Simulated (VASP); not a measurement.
# Li3SbO in VASP: a series of runs

Li3SbO is run at these levels: PBE; tasks: single point.

All numbers are computed with VASP 6.6.1; they aren't measurements. Logs are shortened: lines on timing, memory, paths and dates and some standing lists are left out, and cuts for length are marked.

### Step 1. The cell of the first run

The cell holds a disordered packing, 10 atoms: a = 5.143 Å, b = 5.199 Å, c = 5.120 Å, α = 90.12°, β = 92.62°, γ = 84.59°.

### Step 2. Single point, PBE

Input file INCAR:

```
SYSTEM = Li3SbO
PREC     = Accurate       ! precision mode
ENCUT    = 520            ! plane-wave cutoff, eV
EDIFF    = 1E-6           ! SCF threshold, eV
ISMEAR   = -1             ! smearing method
SIGMA    = 0.05           ! smearing width, eV
LREAL    = .FALSE.        ! projectors in reciprocal space
LASPH    = .TRUE.         ! aspherical terms in the spheres
NELM     = 100            ! most SCF steps
ALGO     = Normal         ! electronic algorithm
ISIF     = 2              ! what is computed and relaxed
LWAVE    = .FALSE.        ! write WAVECAR
LCHARG   = .FALSE.        ! write CHGCAR
GGA      = PE             ! functional
NBANDS   = 31             ! bands
```

Input file KPOINTS:

```
Automatic mesh
0
G
  3 3 3
  0 0 0
```

Input file POSCAR:

```
Li3SbO
1.0
    5.1196900000      0.4470930000     -0.2076480000
    0.0463890000      5.1958490000      0.1815280000
   -0.0111640000     -0.1892610000      5.1160670000
Li Sb O
6 2 2
Direct
    0.7819778609      0.2627240303      0.8678555951
    0.7227966288      0.7786022219      0.8071704632
    0.3166543349      0.0607397456      0.4766829040
    0.7100130197      0.4514707136      0.3655349330
    0.8636825032     -0.0118389213      0.2959941768
    0.0820293356      0.6254210379      0.4615214768
    0.2535948607      0.3532368655      0.8928141645
    0.2631276694      0.8559516780      0.0551630262
    0.8650316203      0.6435015217      0.1856976349
    0.0000098708     -0.0742542676      0.5858969944
```

Potentials or basis: VASP PAW PBE potentials, release 64 (Li_sv, Sb, O).

Run with:

```sh
$ cat potpaw_PBE.64/Li_sv/POTCAR potpaw_PBE.64/Sb/POTCAR potpaw_PBE.64/O/POTCAR > POTCAR
$ mpirun -np 1 vasp_std > vasp.out
```

OUTCAR:

```text
SYSTEM = Li3SbO
   PREC = Accurate
   ENCUT = 520
   EDIFF = 1E-6
   ISMEAR = -1
   LREAL = .FALSE.
   LASPH = .TRUE.
   NELM = 100
   ISIF = 2
   GGA = PE

 ion  position               nearest neighbor table
   1  0.782  0.263  0.868-   7 2.51   2 2.58   7 2.72
   2  0.723  0.779  0.807-  10 2.06   9 2.14   1 2.58   8 2.73   8 3.06
   3  0.317  0.061  0.477-  10 1.94   8 2.42   5 2.53   7 2.63   8 3.18
   4  0.710  0.451  0.366-   9 1.64   6 2.23   5 2.49
   5  0.864  0.988  0.296-  10 1.63   9 1.88   6 2.25   8 2.49   4 2.49   3 2.53
   6  0.082  0.625  0.462-  10 1.71   9 1.76   4 2.23   5 2.25   8 2.65   7 2.69
   7  0.254  0.353  0.893-   1 2.51   3 2.63   6 2.69   8 2.71   1 2.72   8 2.75   9 2.87
   8  0.263  0.856  0.055-   3 2.42   5 2.49   9 2.53   6 2.65  10 2.71   7 2.71   2 2.73   7 2.75
                             2 3.06   3 3.18
   9  0.865  0.644  0.186-   4 1.64   6 1.76   5 1.88   2 2.14   8 2.53   7 2.87
  10  0.000  0.926  0.586-   5 1.63   6 1.71   3 1.94   2 2.06   8 2.71

  LATTYP: Found a triclinic cell.
 ALAT       =     5.1433681123
 B/A-ratio  =     1.0108601804
 C/A-ratio  =     0.9953747375
 COS(alpha) =     0.0020730473
 COS(beta)  =     0.0457283973
 COS(gamma) =     0.0943413028

  Lattice vectors:

 A1 = (  -5.1196900000,  -0.4470930000,   0.2076480000)
 A2 = (  -0.0463890000,  -5.1958490000,  -0.1815280000)
 A3 = (  -0.0111640000,  -0.1892610000,   5.1160670000)

Analysis of symmetry for initial positions (statically):
=====================================================================
 Subroutine PRICEL returns:
 Original cell was already a primitive cell.

 Routine SETGRP: Setting up the symmetry group for a
 triclinic supercell.

 Subroutine GETGRP returns: Found  1 space group operations
 (whereof  1 operations were pure point group operations)
 out of a pool of  2 trial point group operations.

The static configuration has the point symmetry C_1 .

Analysis of symmetry for dynamics (positions and initial velocities):
=====================================================================
 Subroutine PRICEL returns:
 Original cell was already a primitive cell.

 Routine SETGRP: Setting up the symmetry group for a
 triclinic supercell.

 Subroutine GETGRP returns: Found  1 space group operations
 (whereof  1 operations were pure point group operations)
 out of a pool of  2 trial point group operations.

The dynamic configuration has the point symmetry C_1 .

 Subroutine INISYM returns: Found  1 space group operations
 (whereof  1 operations are pure point group operations),
 and found     1 'primitive' translations

----------------------------------------------------------------------------------------

                                     Primitive cell

  volume of cell :     136.1519

  direct lattice vectors                    reciprocal lattice vectors
     5.119690000  0.447093000 -0.207648000     0.195492514 -0.001758006  0.000361558
     0.046389000  5.195849000  0.181528000    -0.016511403  0.192361386  0.007080082
    -0.011164000 -0.189261000  5.116067000     0.008520395 -0.006896709  0.195226107

  length of vectors
     5.143368112  5.199226018  5.119578685     0.195500753  0.193198491  0.195533615

  position of ions in fractional coordinates (direct lattice)
     0.781977861  0.262724030  0.867855595
     0.722796629  0.778602222  0.807170463
     0.316654335  0.060739746  0.476682904
     0.710013020  0.451470714  0.365534933
     0.863682503  0.988161079  0.295994177
     0.082029336  0.625421038  0.461521477
     0.253594861  0.353236866  0.892814165
     0.263127669  0.855951678  0.055163026
     0.865031620  0.643501522  0.185697635
     0.000009871  0.925745732  0.585896994

  ion indices of the primitive-cell ions
   primitive index   ion index
                 1           1
                 2           2
                 3           3
                 4           4
                 5           5
                 6           6
                 7           7
                 8           8
                 9           9
                10          10

----------------------------------------------------------------------------------------

 KPOINTS: Automatic mesh

Automatic generation of k-mesh.
 Grid dimensions read from file:
 generate k-points for:    3    3    3

 Generating k-lattice:

  Cartesian coordinates                     Fractional coordinates (reciprocal lattice)
     0.065164171 -0.000586002  0.000120519     0.333333333  0.000000000  0.000000000
    -0.005503801  0.064120462  0.002360027    -0.000000000  0.333333333  0.000000000
     0.002840132 -0.002298903  0.065075369    -0.000000000  0.000000000  0.333333333

  Length of vectors
     0.065166918  0.064399497  0.065177872

  Shift w.r.t. Gamma in fractional coordinates (k-lattice)
     0.000000000  0.000000000  0.000000000

 Subroutine IBZKPT returns following result:
 ===========================================

 Found     14 irreducible k-points:

 Following reciprocal coordinates:
            Coordinates               Weight
  0.000000  0.000000  0.000000      1.000000
  0.333333 -0.000000  0.000000      2.000000
  0.000000  0.333333  0.000000      2.000000
  0.333333  0.333333  0.000000      2.000000
 -0.333333  0.333333  0.000000      2.000000
  0.000000 -0.000000  0.333333      2.000000
  0.333333 -0.000000  0.333333      2.000000
 -0.333333  0.000000  0.333333      2.000000
  0.000000  0.333333  0.333333      2.000000
  0.333333  0.333333  0.333333      2.000000
 -0.333333  0.333333  0.333333      2.000000
 -0.000000 -0.333333  0.333333      2.000000
  0.333333 -0.333333  0.333333      2.000000
 -0.333333 -0.333333  0.333333      2.000000
   k-points           NKPTS =     14   k-points in BZ     NKDIM =     14   number of bands    NBANDS=     31
   number of dos      NEDOS =    301   number of ions     NIONS =     10
   total plane-waves  NPLWV =  64000
   dimension x,y,z NGX =    40 NGY =   40 NGZ =   40
   dimension x,y,z NGXF=    80 NGYF=   80 NGZF=   80
   ions per type =               6   2   2
   NGX,Y,Z   is equivalent  to a cutoff of  12.93, 12.79, 12.99 a.u.
   NGXF,Y,Z  is equivalent  to a cutoff of  25.86, 25.58, 25.98 a.u.
 SYSTEM =  Li3SbO
   PREC   = accura    normal or accurate (medium, high low for compatibility)
   ISTART =      0    job   : 0-new  1-cont  2-samecut
   ICHARG =      2    charge: 1-file 2-atom 10-const
   ISPIN  =      1    spin polarized calculation?
   LNONCOLLINEAR =      F non collinear calculations
   LSORBIT =      F    spin-orbit coupling
   LASPH  =      T    aspherical Exc in radial PAW
   ENCUT  =  520.0 eV  38.22 Ry    6.18 a.u.   9.56  9.67  9.52*2*pi/ulx,y,z
   NELM   =    100;   NELMIN=  2; NELMDL= -5     # of ELM steps
   EDIFF  = 0.1E-05   stopping-criterion for ELM
   LREAL  =      F    real-space projection
   EDIFFG = 0.1E-04   stopping-criterion for IOM
   NSW    =      0    number of steps for IOM
   IBRION =     -1    ionic relax: 0-MD 1-quasi-New 2-CG
   NFREE  =      0    steps in history (QN), initial steepest desc. (CG)
   ISIF   =      2    stress and relaxation
   ISYM   =      2    0-nonsym 1-usesym 2-fastsym
   POTIM  = 0.5000    time-step for ionic-motion
   TEBEG  =    0.0;   TEEND  =   0.0 temperature during run
   PSTRESS=    0.0 pullay stress
   NELECT =      40.0000    total number of electrons
   NUPDOWN=      -1.0000    fix difference up-down
   EMIN   =  10.00;   EMAX   =-10.00  energy-range for DOS
   EFERMI =   0.00;   METHOD = LEGACY
   ISMEAR =    -1;   SIGMA  =   0.05  broadening in eV -4-tet -1-fermi 0-gaus
   EFERMI_NEDOS =   21; number of points for ismear=-14 and -15
   IALGO  =     38    algorithm
   IMIX   =      4    mixing-type and parameters
     AMIX     =   0.40;   BMIX     =  1.00
     AMIX_MAG =   1.60;   BMIX_MAG =  1.00
  volume/ion in A,a.u.               =      13.62        91.88
  Fermi-wavevector in a.u.,A,eV,Ry     =   1.088313  2.056613 16.115070  1.184424
  Thomas-Fermi vector in A             =   2.224491
   LORBIT       =      0    0 simple, 1 ext, 2 COOP (PROOUT), +10 PAW based schemes
   GGA     = PE    functional components
   LHFCALC =     F    Hartree Fock is set to
   AEXX    =    0.0000 exact exchange contribution
   IVDW    =     0    specifies the selected vdW correction
   LEPSILON=     F    determine dielectric tensor
   LRPA    =     F    only Hartree local field effects (RPA)
 non-spin polarized calculation
  energy-cutoff  :      520.00
  volume of cell :      136.15
 maximum number of plane-waves:      3691
 NGX is ok and might be reduce to    40
   NGX = 19   NGY = 19   NGZ = 19

 number of electron      39.9999993 magnetization

 Free energy of the ion-electron system (eV)
  ---------------------------------------------------
  ext. energy  EPLUGINS =         0.00000000
  ---------------------------------------------------
  free energy    TOTEN  =       -35.30502924 eV

  energy without entropy =      -35.28719751  energy(sigma->0) =      -35.29611338

 E-fermi :   5.1879     XC(G=0):  -9.3201

 val. band max:        5.0600050279   @ k =   0.0000   0.3333   0.3333
 cond. band min:       5.1955667119   @ k =  -0.3333   0.0000   0.3333
 fundamental gap:      0.1355616840
 Fermi energy:         5.1878871815

 k-point     1 :       0.0000    0.0000    0.0000
  band No.  band energies     occupation
      1     -41.5526      2.00000
      2     -41.0466      2.00000
      3     -41.0092      2.00000
      4     -40.8994      2.00000
      5     -40.0849      2.00000
      6     -39.7534      2.00000
[... 23 lines left out ...]
     30      11.4407      0.00000
     31      12.4419      0.00000

 k-point     2 :       0.3333   -0.0000    0.0000
  band No.  band energies     occupation
      1     -41.5527      2.00000
      2     -41.0465      2.00000
      3     -41.0092      2.00000
      4     -40.8994      2.00000
      5     -40.0850      2.00000
      6     -39.7535      2.00000
[... 400 lines left out ...]
 k-point    14 :      -0.3333   -0.3333    0.3333
  band No.  band energies     occupation
      1     -41.5522      2.00000
      2     -41.0461      2.00000
      3     -41.0098      2.00000
      4     -40.8993      2.00000
      5     -40.0853      2.00000
      6     -39.7533      2.00000
[... 23 lines left out ...]
     30      12.0099      0.00000
     31      12.4447      0.00000

------------------------ aborting loop because EDIFF is reached ----------------------------------------

  FORCE on cell =-STRESS in cart. coord.  units (eV):
  Direction    XX          YY          ZZ          XY          YZ          ZX
  --------------------------------------------------------------------------------------
  -------------------------------------------------------------------------------------
  Total        6.8314939     15.0773768     12.1919833      0.1150946      3.3291736      0.5157344
  in kB       80.3901271    177.4241847    143.4700961      1.3543845     39.1763051      6.0689443
  external PRESSURE =     133.7614693 kB  Pullay stress =       0.0000000 kB

 VOLUME and BASIS-vectors are now :
 -----------------------------------------------------------------------------
  energy-cutoff  :      520.00
  volume of cell :      136.15
      direct lattice vectors                 reciprocal lattice vectors
     5.119690000  0.447093000 -0.207648000     0.195492514 -0.001758006  0.000361558
     0.046389000  5.195849000  0.181528000    -0.016511403  0.192361386  0.007080082
    -0.011164000 -0.189261000  5.116067000     0.008520395 -0.006896709  0.195226107

 POSITION                                       TOTAL-FORCE (eV/Angst)
 -----------------------------------------------------------------------------------
      4.00598      1.55044      4.32532         0.020745     -0.230099     -0.303283
      3.72760      4.21589      4.12079         0.874727     -0.123331      0.188823
      1.61867      0.36695      2.38401        -0.403087      0.072690      0.998656
      3.65191      2.59403      1.80462        -1.495817     -0.583798      0.437636
      4.46432      5.46446      1.51436        -1.452063     -0.451954     -0.790507
      0.44382      3.19892      2.45767         0.993371     -0.554391      0.256938
      1.30475      1.77977      4.57916         1.009209      0.716418     -1.191118
      1.38622      4.55460      0.38296         0.958775     -0.349431     -0.338130
      4.45647      3.69514      0.88723        -0.055958      0.526559     -2.249492
      0.03645      4.69915      3.16554        -0.449904      0.977336      2.990476
 -----------------------------------------------------------------------------------
    total drift:                                0.001386      0.001186      0.001085

  FREE ENERGIE OF THE ION-ELECTRON SYSTEM (eV)
  ---------------------------------------------------
  free  energy   TOTEN  =       -35.3050292431 eV

  energy  without entropy=      -35.2871975141  energy(sigma->0) =      -35.29611338
```

It took 2 min on 1 thread of Intel Xeon 8259CL, shared host; peak memory 0.26 GiB.

Results:

| Item | Value |
| --- | --- |
| Free energy | -35.3050 eV |
| Largest force | 3.178 eV/Å |
| Band gap on the k mesh | zero (bands 20 and 21 overlap by 0.05 eV) |

Forces in eV/Å, atoms in the order of the input:
```
Li   0.021 -0.230 -0.303
Li   0.875 -0.123  0.189
Li  -0.403  0.073  0.999
Li  -1.496 -0.584  0.438
Li  -1.452 -0.452 -0.791
Li   0.993 -0.554  0.257
Sb   1.009  0.716 -1.191
Sb   0.959 -0.349 -0.338
O   -0.056  0.527 -2.249
O   -0.450  0.977  2.990
```

Caveat: the k points lie up to 0.41 Å⁻¹ apart; the cutoff is under 1.25 times the usual one of these potentials, so pressure, stress and relaxed cells hold a basis-set (Pulay) error; spin-orbit coupling is left out, which moves the levels of the heavy elements.

### Step 3. Single point, PBE

Input file INCAR:

```
ALGO = Normal ; EDIFF = 1E-6
ENCUT = 520 ; GGA = PE
ISIF = 2 ; ISMEAR = -1
LASPH = True ; LCHARG = True
LELF = True ; LREAL = False
LVHAR = True ; LWAVE = False
NBANDS = 31 ; NELM = 100
PREC = Accurate ; SIGMA = 0.05
```

Input file KPOINTS:

```
k-points
0
Gamma
  3 3 3
```

Input file POSCAR:

```
Li3SbO
1.0
    5.1196900000      0.4470930000     -0.2076480000
    0.0463890000      5.1958490000      0.1815280000
   -0.0111640000     -0.1892610000      5.1160670000
Li Sb O
6 2 2
Direct
    0.7785182423      0.2330232196      0.7867945273
    0.7494965108      0.8009532173      0.8784673883
    0.1576647618      0.0191908031      0.5555308608
    0.5474808376      0.4551536607      0.2816456796
    0.7250552884     -0.0909876454      0.3247477185
    0.0434542110      0.5455950790      0.4443478548
    0.2632952273      0.3650540753      0.8692615228
    0.2973758047      0.8620556794      0.0747791707
    0.8689174625      0.5989492885      0.0985938821
   -0.1193317254     -0.1095804073      0.6159291733
```

Potentials or basis: VASP PAW PBE potentials, release 64 (Li_sv, Sb, O).

Run with:

```sh
$ cat potpaw_PBE.64/Li_sv/POTCAR potpaw_PBE.64/Sb/POTCAR potpaw_PBE.64/O/POTCAR > POTCAR
$ mpirun -np 1 vasp_std > vasp.out
```

It took 2.1 min on 1 thread of Intel Xeon 8259CL, shared host; peak memory 0.26 GiB.

Results (log left out):

```
Free energy            : -36.4441 eV
Largest force          : 3.299 eV/Å
Band gap on the k mesh : zero (filled and empty bands overlap)
```

Forces on the atoms (eV/Å):
```
Li   0.148 -0.173  0.135
Li  -1.042 -0.057 -0.726
Li   0.855 -0.174 -0.485
Li   1.067 -0.074  0.110
Li   0.288 -0.183 -0.535
Li  -0.726  0.917 -0.635
Sb   0.330  0.066 -0.245
Sb  -1.162  1.060  0.446
O    0.162 -1.976  2.637
O    0.081  0.594 -0.703
```

Levels at points of the mesh, in eV from the Fermi level:
| k point | band 17 | band 18 | band 19 | band 20 | band 21 | band 22 | band 23 | band 24 |
| --- | --- | --- | --- | --- | --- | --- | --- | --- |
| (0.00, 0.00, 0.00) | -2.75 | -2.24 | -1.48 | -0.86 | 0.11 | 1.15 | 2.57 | 2.74 |

Caveat: the k points lie up to 0.41 Å⁻¹ apart; the cutoff is under 1.25 times the usual one of these potentials, so pressure, stress and relaxed cells hold a basis-set (Pulay) error; spin-orbit coupling is left out, which moves the levels of the heavy elements.

### Step 4. Single point, PBE

Input file INCAR:

```
PREC     = Accurate       # precision mode
ENCUT    = 520            # plane-wave cutoff, eV
EDIFF    = 1E-6           # SCF threshold, eV
ISMEAR   = -1             # smearing method
SIGMA    = 0.05           # smearing width, eV
LREAL    = False          # projectors in reciprocal space
LASPH    = True           # aspherical terms in the spheres
NELM     = 80             # most SCF steps
ALGO     = Normal         # electronic algorithm
ISIF     = 2              # what is computed and relaxed
LWAVE    = False          # write WAVECAR
LCHARG   = True           # write CHGCAR
GGA      = PE             # functional
LELF     = True           # ELF
LVHAR    = True         
NBANDS   = 31             # bands
```

Input file KPOINTS:

```
Automatic mesh
0
Gamma
  3 3 3
```

Input file POSCAR:

```
Li3SbO
1.0
    5.1196900000      0.4470930000     -0.2076480000
    0.0463890000      5.1958490000      0.1815280000
   -0.0111640000     -0.1892610000      5.1160670000
Li Sb O
6 2 2
Direct
    0.7827354714      0.2537813337      0.7355453002
    0.7176640637      0.6939084007      0.8336839028
    0.1696158223     -0.0686649261      0.5422905902
    0.5805677091      0.3956029774      0.2340846409
    0.7091387776     -0.1498899797      0.3028002716
   -0.0040030629      0.5661035161      0.3936344330
    0.2677774371      0.3743663680      0.8322239469
    0.3065527573      0.8833114222      0.0891275097
    0.8500420357      0.4439884902      0.1274536057
   -0.2289834810     -0.0507340587      0.6061501326
```

Run with:

```sh
$ cat potpaw_PBE.64/Li_sv/POTCAR potpaw_PBE.64/Sb/POTCAR potpaw_PBE.64/O/POTCAR > POTCAR
$ mpirun -np 1 vasp_std > vasp.out
```

It took 2.1 min on 1 thread of Intel Xeon 8259CL, shared host; peak memory 0.26 GiB.

The run converged. Its results:

```
Free energy            : -36.6299 eV
Largest force          : 2.776 eV/Å
Band gap on the k mesh : zero (bands 20 and 21 overlap by 0.01 eV)
```

Forces on the atoms (eV/Å):
```
Li   0.020 -0.495  0.859
Li   0.487  0.339  0.328
Li  -0.746  0.559  1.237
Li  -2.131 -1.306  1.207
Li   1.071  0.462 -0.470
Li   1.028 -0.412  0.436
Sb  -0.619  0.806 -0.557
Sb  -1.925 -0.076 -1.185
O    1.721  0.928 -1.755
O    1.095 -0.805 -0.101
```

Levels at points of the mesh, in eV from the Fermi level:
| k point | band 16 | band 17 | band 18 | band 19 | band 20 | band 21 | band 22 | band 23 | band 24 | band 25 |
| --- | --- | --- | --- | --- | --- | --- | --- | --- | --- | --- |
| (0.00, 0.00, 0.00) | -2.50 | -2.05 | -1.70 | -0.97 | -0.17 | 0.36 | 2.10 | 2.73 | 3.27 | 4.08 |

Caveat: the k points lie up to 0.41 Å⁻¹ apart; the cutoff is under 1.25 times the usual one of these potentials, so pressure, stress and relaxed cells hold a basis-set (Pulay) error; spin-orbit coupling is left out, which moves the levels of the heavy elements.

### Step 5. Summary

```tsv
cell	gap on the mesh (eV)	largest force (eV/Å)
as given, atomic positions A	none	3.18
as given, atomic positions B	none	3.30
as given, atomic positions C	none	2.78
```

Alike in all rows: task single point; level PBE; potentials or basis VASP PAW PBE potentials, release 64 (Li_sv, Sb, O); no spin polarisation; k mesh 3 × 3 × 3; cutoff (eV) 520; smearing fermi-dirac 0.05 eV.

Caveats: all runs use coarse meshes; the cutoff is under 1.25 times the usual one of these potentials, so pressure, stress and relaxed cells hold a basis-set (Pulay) error; spin-orbit coupling is left out, which moves the levels of the heavy elements.

Absolute energies hang on the potentials; compare differences alone.
